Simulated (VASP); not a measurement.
# SnO in VASP: single point with PBEsol+D3(BJ)

Aim: the single point of SnO with PBEsol+D3(BJ).

All numbers are computed with VASP 6.6.1; they aren't measurements. Logs are shortened: lines on timing, memory, paths and dates and some standing lists are left out, and cuts for length are marked.

### 1 The cell of the first run

The cell holds a slab with vacuum, 20 atoms: a = 3.799 Å, b = 3.799 Å, c = 44.976 Å, α = 90.00°, β = 90.00°, γ = 82.32°.

### 2 Single point, PBEsol+D3(BJ)

File INCAR:

```
PREC     = Accurate       # precision mode
ENCUT    = 520            # plane-wave cutoff, eV
EDIFF    = 1E-6           # SCF threshold, eV
ISMEAR   = 0              # smearing method
SIGMA    = 0.05           # smearing width, eV
LREAL    = Auto         
LASPH    = True           # aspherical terms in the spheres
NELM     = 80             # most SCF steps
ALGO     = Fast           # electronic algorithm
ISIF     = 2              # what is computed and relaxed
LWAVE    = False          # write WAVECAR
LCHARG   = True           # write CHGCAR
LDIPOL   = True         
IDIPOL   = 3            
DIPOL    = 0.5 0.5 0.484
GGA      = PS             # functional
IVDW     = 12             # dispersion correction
LELF     = True           # ELF
LVHAR    = True         
LVACPOTAV= True         
NBANDS   = 116            # bands
```

File KPOINTS:

```
regular mesh
0
Gamma
  7 7 1
```

File POSCAR:

```
SnO
1.0
    3.7986313305     -0.0000000001      0.0000000000
    0.5079724300      3.7645137795      0.0000000000
    0.0000000000      0.0000000000     44.9755199791
Sn O
10 10
Direct
    0.0000000000      0.0000000000      0.2223431770
    0.4410000000      0.4410000000      0.2831655959
    0.0000000000      0.0000000000      0.3459659838
    0.5590000000      0.5590000000      0.4067884027
    0.0000000000      0.0000000000      0.4695887906
    0.5007242912      0.5007242912      0.5207893491
    0.0039125327      0.0039125327      0.5708994606
    0.5036099116      0.5036099116      0.6220410124
    0.0014656020      0.0014656020      0.6729726153
    0.5018159906      0.5018159906      0.7246612605
    0.0700000000      0.4300000000      0.2520126457
    0.4300000000      0.0700000000      0.2520126457
    0.9300000000      0.5700000000      0.3756354524
    0.5700000000      0.9300000000      0.3756354524
    0.0010032733      0.5005920801      0.4944552822
    0.5005920801      0.0010032733      0.4944552822
    1.0033578233      0.5035523728      0.5962853416
    0.5035523728      1.0033578233      0.5962853416
    0.0018890975      0.5017954518      0.6988178829
    0.5017954518      0.0018890975      0.6988178829
```

Potentials or basis: VASP PAW PBE potentials, release 64 (Sn_d, O).

Launch:

```console
$ cat potpaw_PBE.64/Sn_d/POTCAR potpaw_PBE.64/O/POTCAR > POTCAR
$ mpirun -np 1 vasp_std > vasp.out
```

OUTCAR:

```text
PREC = Accurate
   ENCUT = 520
   EDIFF = 1E-6
   ISMEAR = 0
   LREAL = Auto
   LASPH = True
   NELM = 80
   ISIF = 2
   GGA = PS
   IVDW = 12
 IVDW          = 12

 ion  position               nearest neighbor table
   1  0.000  0.000  0.222-  12 2.15  11 2.15  12 2.53  11 2.53   2 3.72   2 3.72   2 3.72
   2  0.441  0.441  0.283-  11 1.99  12 1.99  11 2.77  12 2.77   1 3.72   1 3.72   1 3.72
   3  0.000  0.000  0.346-  14 2.15  13 2.15  14 2.53  13 2.53   4 3.72   4 3.72   4 3.72
   4  0.559  0.559  0.407-  13 1.99  14 1.99  13 2.77  14 2.77   3 3.72   3 3.72   3 3.72
   5  0.000  0.000  0.470-  16 2.20  15 2.20  16 2.21  15 2.21   6 3.40   6 3.40   6 3.67   6 3.68
[... 11 lines left out ...]
  11  0.070  0.430  0.252-  12 1.80   2 1.99   1 2.15   1 2.53   2 2.77
  12  0.430  0.070  0.252-  11 1.80   2 1.99   1 2.15   1 2.53   2 2.77
  13  0.930  0.570  0.376-  14 1.80   4 1.99   3 2.15   3 2.53   4 2.77
  14  0.570  0.930  0.376-  13 1.80   4 1.99   3 2.15   3 2.53   4 2.77
  15  0.001  0.501  0.494-   5 2.20   5 2.21   6 2.24   6 2.24
  16  0.501  0.001  0.494-   5 2.20   5 2.21   6 2.24   6 2.24
  17  0.003  0.504  0.596-   7 2.21   7 2.22   8 2.22   8 2.23
  18  0.504  0.003  0.596-   7 2.21   7 2.22   8 2.22   8 2.23
  19  0.002  0.502  0.699-   9 2.23  10 2.23  10 2.23   9 2.23
  20  0.502  0.002  0.699-   9 2.23  10 2.23  10 2.23   9 2.23

  LATTYP: Found a base centered orthorhombic cell.
 ALAT       =     4.9999999996
 B/A-ratio  =     1.1439999991
 C/A-ratio  =     8.9951039965

  Lattice vectors:

 A1 = (  -0.5079724300,  -3.7645137795,   0.0000000000)
 A2 = (   3.7986313305,  -0.0000000001,   0.0000000000)
 A3 = (   0.0000000000,   0.0000000000,  44.9755199791)

Analysis of symmetry for initial positions (statically):
=====================================================================
 Subroutine PRICEL returns:
 Original cell was already a primitive cell.

 Routine SETGRP: Setting up the symmetry group for a
 base centered orthorhombic supercell.

 Subroutine GETGRP returns: Found  2 space group operations
 (whereof  2 operations were pure point group operations)
 out of a pool of  8 trial point group operations.

The static configuration has the point symmetry C_1h.

Analysis of symmetry for dynamics (positions and initial velocities):
=====================================================================
 Subroutine PRICEL returns:
 Original cell was already a primitive cell.

 Routine SETGRP: Setting up the symmetry group for a
 base centered orthorhombic supercell.

 Subroutine GETGRP returns: Found  2 space group operations
 (whereof  2 operations were pure point group operations)
 out of a pool of  8 trial point group operations.

The dynamic configuration has the point symmetry C_1h.

 Subroutine INISYM returns: Found  2 space group operations
 (whereof  2 operations are pure point group operations),
 and found     1 'primitive' translations

----------------------------------------------------------------------------------------

                                     Primitive cell

  volume of cell :     643.1499

  direct lattice vectors                    reciprocal lattice vectors
     3.798631331 -0.000000000  0.000000000     0.263252712 -0.035522548  0.000000000
     0.507972430  3.764513780  0.000000000     0.000000000  0.265638555  0.000000000
     0.000000000  0.000000000 44.975519979     0.000000000  0.000000000  0.022234318

  length of vectors
     3.798631331  3.798631331 44.975519979     0.265638555  0.265638555  0.022234318

  position of ions in fractional coordinates (direct lattice)
     0.000000000  0.000000000  0.222343177
     0.441000000  0.441000000  0.283165596
     0.000000000  0.000000000  0.345965984
     0.559000000  0.559000000  0.406788403
     0.000000000  0.000000000  0.469588791
     0.500724291  0.500724291  0.520789349
[... 12 lines left out ...]
     0.001889097  0.501795452  0.698817883
     0.501795452  0.001889097  0.698817883

  ion indices of the primitive-cell ions
   primitive index   ion index
                 1           1
                 2           2
                 3           3
                 4           4
                 5           5
                 6           6
[... 12 lines left out ...]
                19          19
                20          20

----------------------------------------------------------------------------------------

 KPOINTS: regular mesh

Automatic generation of k-mesh.
 Grid dimensions read from file:
 generate k-points for:    7    7    1

 Generating k-lattice:

  Cartesian coordinates                     Fractional coordinates (reciprocal lattice)
     0.037607530 -0.005074650  0.000000000     0.142857143  0.000000000  0.000000000
     0.000000000  0.037948365  0.000000000     0.000000000  0.142857143  0.000000000
     0.000000000  0.000000000  0.022234318     0.000000000  0.000000000  1.000000000

  Length of vectors
     0.037948365  0.037948365  0.022234318

  Shift w.r.t. Gamma in fractional coordinates (k-lattice)
     0.000000000  0.000000000  0.000000000

 Subroutine IBZKPT returns following result:
 ===========================================

 Found     16 irreducible k-points:

 Following reciprocal coordinates:
            Coordinates               Weight
  0.000000  0.000000  0.000000      1.000000
  0.142857  0.000000  0.000000      4.000000
  0.285714 -0.000000  0.000000      4.000000
  0.428571  0.000000  0.000000      4.000000
  0.142857  0.142857  0.000000      2.000000
  0.285714  0.142857  0.000000      4.000000
[... 8 lines left out ...]
  0.428571  0.428571  0.000000      2.000000
 -0.428571  0.428571  0.000000      2.000000
   k-points           NKPTS =     16   k-points in BZ     NKDIM =     16   number of bands    NBANDS=    116
   number of dos      NEDOS =    301   number of ions     NIONS =     20
   total plane-waves  NPLWV = 263424
   dimension x,y,z NGX =    28 NGY =   28 NGZ =  336
   dimension x,y,z NGXF=    56 NGYF=   56 NGZF=  672
   ions per type =              10  10
   NGX,Y,Z   is equivalent  to a cutoff of  12.25, 12.25, 12.42 a.u.
   NGXF,Y,Z  is equivalent  to a cutoff of  24.51, 24.51, 24.84 a.u.
 SYSTEM =  unknown system
   PREC   = accura    normal or accurate (medium, high low for compatibility)
   ISTART =      0    job   : 0-new  1-cont  2-samecut
   ICHARG =      2    charge: 1-file 2-atom 10-const
   ISPIN  =      1    spin polarized calculation?
   LNONCOLLINEAR =      F non collinear calculations
   LSORBIT =      F    spin-orbit coupling
   LASPH  =      T    aspherical Exc in radial PAW
   ENCUT  =  520.0 eV  38.22 Ry    6.18 a.u.   7.06  7.06 83.62*2*pi/ulx,y,z
   NELM   =     80;   NELMIN=  2; NELMDL= -5     # of ELM steps
   EDIFF  = 0.1E-05   stopping-criterion for ELM
   LREAL  =      T    real-space projection
   EDIFFG = 0.1E-04   stopping-criterion for IOM
   NSW    =      0    number of steps for IOM
   IBRION =     -1    ionic relax: 0-MD 1-quasi-New 2-CG
   NFREE  =      0    steps in history (QN), initial steepest desc. (CG)
   ISIF   =      2    stress and relaxation
   ISYM   =      2    0-nonsym 1-usesym 2-fastsym
   POTIM  = 0.5000    time-step for ionic-motion
   TEBEG  =    0.0;   TEEND  =   0.0 temperature during run
   PSTRESS=    0.0 pullay stress
   NELECT =     200.0000    total number of electrons
   NUPDOWN=      -1.0000    fix difference up-down
   EMIN   =  10.00;   EMAX   =-10.00  energy-range for DOS
   EFERMI =   0.00;   METHOD = LEGACY
   ISMEAR =     0;   SIGMA  =   0.05  broadening in eV -4-tet -1-fermi 0-gaus
   EFERMI_NEDOS =   21; number of points for ismear=-14 and -15
   IALGO  =     68    algorithm
   IMIX   =      4    mixing-type and parameters
     AMIX     =   0.40;   BMIX     =  1.00
     AMIX_MAG =   1.60;   BMIX_MAG =  1.00
  volume/ion in A,a.u.               =      32.16       217.01
  Fermi-wavevector in a.u.,A,eV,Ry     =   1.109126  2.095944 16.737339  1.230160
  Thomas-Fermi vector in A             =   2.245661
   LORBIT       =      0    0 simple, 1 ext, 2 COOP (PROOUT), +10 PAW based schemes
   GGA     = PS    functional components
   LHFCALC =     F    Hartree Fock is set to
   AEXX    =    0.0000 exact exchange contribution
   IVDW    =    12    specifies the selected vdW correction
   LEPSILON=     F    determine dielectric tensor
   LRPA    =     F    only Hartree local field effects (RPA)
 non-spin polarized calculation
 RMM-DIIS sequential band-by-band and
 Gauss-broadening in eV      SIGMA  =   0.05
  energy-cutoff  :      520.00
  volume of cell :      643.15
 maximum number of plane-waves:     17458
   NGX = 15   NGY = 15   NGZ =167

 dipolmoment           0.000000      0.000000     -0.591281 electrons x Angstroem

 number of electron     200.0000023 magnetization

 dipolmoment           0.000000      0.000000      0.070108 electrons x Angstroem

 Free energy of the ion-electron system (eV)
  ---------------------------------------------------
  ext. energy  EPLUGINS =         0.00000000
  ---------------------------------------------------
  free energy    TOTEN  =      -112.07935680 eV

  energy without entropy =     -112.07440652  energy(sigma->0) =     -112.07688166

 E-fermi :   2.4034     XC(G=0):  -6.0916

 val. band max:        2.3653479057   @ k =   0.1429   0.1429   0.0000
 cond. band min:       2.4082984371   @ k =   0.1429   0.1429   0.0000
 fundamental gap:      0.0429505313
 Fermi energy:         2.4034357926

 k-point     1 :       0.0000    0.0000    0.0000
  band No.  band energies     occupation
      1     -20.3383      2.00000
      2     -20.2305      2.00000
      3     -19.9496      2.00000
      4     -19.9016      2.00000
      5     -19.8006      2.00000
      6     -19.7644      2.00000
[... 1829 lines left out ...]
    111       4.9280      0.00000
    112       5.1397      0.00000
 [bands above 112 left out]

------------------------ aborting loop because EDIFF is reached ----------------------------------------

 Edisp (eV)   -3.78610

 E8    (eV) :    -2.5234

  FORCE on cell =-STRESS in cart. coord.  units (eV):
  Direction    XX          YY          ZZ          XY          YZ          ZX
  --------------------------------------------------------------------------------------
  -------------------------------------------------------------------------------------
  Total       7.18199    15.10535    -4.83602   -29.35947    -0.19468    -0.22272
  in kB      17.89135    37.62956   -12.04721   -73.13857    -0.48498    -0.55482
  external pressure =       14.49 kB  Pullay stress =        0.00 kB

 VOLUME and BASIS-vectors are now :
 -----------------------------------------------------------------------------
  energy-cutoff  :      520.00
  volume of cell :      643.15
      direct lattice vectors                 reciprocal lattice vectors
     3.798631331 -0.000000000  0.000000000     0.263252712 -0.035522548  0.000000000
     0.507972430  3.764513780  0.000000000     0.000000000  0.265638555  0.000000000
     0.000000000  0.000000000 44.975519979     0.000000000  0.000000000  0.022234318

 POSITION                                       TOTAL-FORCE (eV/Angst)
 -----------------------------------------------------------------------------------
      0.00000      0.00000     10.00000        -0.597233     -0.522057      1.831765
      1.89921      1.66015     12.73552         1.566954      1.369715      0.932469
      0.00000      0.00000     15.56000         0.614453      0.537110      1.333439
      2.40739      2.10436     18.29552        -1.549425     -1.354393      1.017517
      0.00000      0.00000     21.12000         0.005591      0.004887     -0.481002
      2.15642      1.88498     23.42277         0.004773      0.004172      0.118580
[... 12 lines left out ...]
      0.26207      1.88902     31.42970        -0.004959     -0.001176      0.001903
      1.90710      0.00711     31.42970        -0.001828     -0.004757      0.001903
 -----------------------------------------------------------------------------------
    total drift:                                0.057303      0.050090      0.002430

  FREE ENERGIE OF THE ION-ELECTRON SYSTEM (eV)
  ---------------------------------------------------
  free  energy   TOTEN  =      -115.8654568570 eV

  energy  without entropy=     -115.8605065762  energy(sigma->0) =     -115.86298172

 vacuum level on the upper side and lower side of the slab         6.400         5.514
```

It took 90 min on 1 thread of Oxide Virtual Turin-like, shared host; peak memory 1 GiB.

What came out:

```yaml
Free_energy: -115.8655 eV
Largest_force: 8.763 eV/Å
Band_gap_on_the_k_mesh: zero (bands 100 and 101 overlap by 0.20 eV)
Dispersion_energy_per_atom: -0.189 eV
```

Forces in eV/Å, atoms in the order of the input:
```
Sn  -0.597 -0.522  1.832
Sn   1.567  1.370  0.932
Sn   0.614  0.537  1.333
Sn  -1.549 -1.354  1.018
Sn   0.006  0.005 -0.481
Sn   0.005  0.004  0.119
Sn  -0.008 -0.007 -0.102
Sn   0.010  0.008  0.102
Sn   0.016  0.014 -0.061
Sn   0.003  0.003  0.055
O   -6.164  6.110 -1.204
O    5.231 -6.926 -1.204
O    5.920 -5.886 -1.175
O   -5.042  6.654 -1.175
O   -0.009  0.002  0.003
O    0.001 -0.009  0.003
O    0.006 -0.003  0.001
O   -0.002  0.007  0.001
O   -0.005 -0.001  0.002
O   -0.002 -0.005  0.002
```

Caveat: the PAW data sets were made with another functional, which shifts forces and pressure a little; spin-orbit coupling is left out, which moves the levels of the heavy elements.

The gap in the log of VASP goes by the Fermi energy; the results here count the filled bands.